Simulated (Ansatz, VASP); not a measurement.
P: VASP beside Ansatz

The input INCAR:

```
ALGO = Normal
EDIFF = 1E-6
ENCUT = 520
GGA = CA
ISIF = 2
ISMEAR = -1
LASPH = T
LCHARG = F
LREAL = F
LWAVE = F
NBANDS = 14
NELM = 60
PREC = Accurate
SIGMA = 0.1
```

Contents of KPOINTS:

```
k-points
0
Gamma
  9 9 14
```

The input POSCAR:

```
P
1.0
    4.2587005441      0.0000000000      0.0000000000
   -2.1293502721      3.6881428583      0.0000000000
    0.0000000000      0.0000000000      2.4091122412
P
3
Direct
    0.0000000000      0.0000000000      0.0000000000
    0.3333333333      0.6666666667      0.5000000000
    0.6666666667      0.3333333333      0.5000000000
```

Input for Ansatz:

```yaml
crystal:
  lattice:
    - [4.2587005441, 0.0, 0.0]
    - [-2.1293502721, 3.6881428583, 0.0]
    - [0.0, 0.0, 2.4091122412]
  atoms:
    - { symbol: P, position: [0.0, 0.0, 0.0] }
    - { symbol: P, position: [0.3333333333, 0.6666666667, 0.5] }
    - { symbol: P, position: [0.6666666667, 0.3333333333, 0.5] }
hamiltonian:
  xc: lda
  pseudopotentials:
    kind: paw
    azcp:
      P: "pseudopotentials/P.paw.azcp"
basis:
  ecutwfc: 420
  fft_grid_basis: typed
kpoints:
  mp_grid: { grid: [9, 9, 14], shift: [0, 0, 0] }
magnetization:
  spin_polarized: false
scf:
  occupations: { method: fermi_dirac, width: 0.1 }
  lower_state_search: "off"
output:
  stress: true
```

Alike in both runs: task single point; functional LDA; k mesh 9 × 9 × 14; occupations fermi-dirac, width 0.1 eV; no spin polarisation.

```csv
,VASP,Ansatz
version,VASP 6.6.1,Ansatz 0.2.0
potentials or method,"VASP PAW LDA potentials, release 64 (P), cutoff 520 eV","plane waves (420 eV) with PAW, scalar-relativistic"
valence electrons in the cell,15,15
```

```tsv
	VASP	Ansatz	Ansatz less VASP
pressure (GPa)	10.5	10.7	+0.20
traceless stress, the component that is largest in VASP (GPa)	1.89	1.93	+0.045
```

Ansatz warns that its potentials were made for another functional, while VASP's fit it. LDA's correlation is that of Perdew and Zunger in VASP and of Perdew and Wang (1992) in Ansatz.
